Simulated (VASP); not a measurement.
Set up this calculation in VASP 6.6.1, as the native input.

```
Task                   : single point
Functional             : PBE
Potentials or basis    : VASP PAW PBE potentials, release 64 (B, N)
Cutoff                 : 520 eV
k mesh                 : 2 × 2 × 2, shifted
Occupations            : fermi-dirac, width 0.1551 eV
Spin                   : no spin polarisation
Dipole correction      : no
Further INCAR settings : LREAL = Auto; ALGO = Normal; EDIFF = 1e-06; NBANDS = 46
```

The structure of BN lies in POSCAR:

```
BN
1.0
   -3.6971181333      3.6971181333      0.0000000000
    0.0000000000      3.6971181333     -3.6971181333
   -3.6971181333      0.0000000000     -3.6971181333
B N
8 8
Direct
   -0.0030990354      0.5102524269      0.4996076494
   -0.0044055936      0.0108806369      0.5104318910
    0.0223732369      0.4874243762     -0.0068189598
   -0.0285170763      0.0101522317      0.0033093343
    0.4973859189      0.5022837878      0.4869856561
    0.5136648145      0.0030971420      0.4922029631
    0.5041121038      0.4932152380     -0.0109923455
    0.4915301417     -0.0211686501      0.0146979345
    0.3601007466      0.8699375795      0.4013772204
    0.3748673832      0.3893278354      0.3632253424
    0.3830309038      0.8731726668      0.8635705933
    0.3902568022      0.3603508062      0.8678222833
    0.8873558760      0.8429775267      0.3959003871
    0.8658960532      0.3806957066      0.3606701090
    0.8732206772      0.9032713805      0.8610192818
    0.8706397480      0.3832474238      0.8945765001
```

This cell differs from its parent crystal: dynamics (nvt nose hoover) at 1800 K, volume x 1.06, from the last frame before.

The input as run:

INCAR

```
ALGO = Normal
EDIFF = 1E-6
ENCUT = 520
GGA = PE
ISIF = 2
ISMEAR = -1
LASPH = T
LCHARG = T
LELF = T
LREAL = Auto
LVHAR = T
LWAVE = F
NBANDS = 46
NELM = 60
PREC = Accurate
SIGMA = 0.1551
```

KPOINTS

```
Automatic mesh
0
Gamma
  2 2 2
  0.5 0.5 0.5
```

Potentials or basis: VASP PAW PBE potentials, release 64 (B, N).

Run with:

```bash
$ cat potpaw_PBE.64/B/POTCAR potpaw_PBE.64/N/POTCAR > POTCAR
$ mpirun -np 1 vasp_std > vasp.out
```

It gave:

```
Pressure               : -15.1 GPa
Largest force          : 6.342 eV/Å
Band gap on the k mesh : 4.84 eV
```

Caveat: the k points lie up to 0.74 Å⁻¹ apart; forces of over 1 eV/Å act on the atoms, so gaps and moduli don't describe the material at rest.

It took 62 s on 1 thread of Intel(R) Xeon(R) 6975P-C (Granite Rapids), on a shared host, peak memory 0.25 GiB.
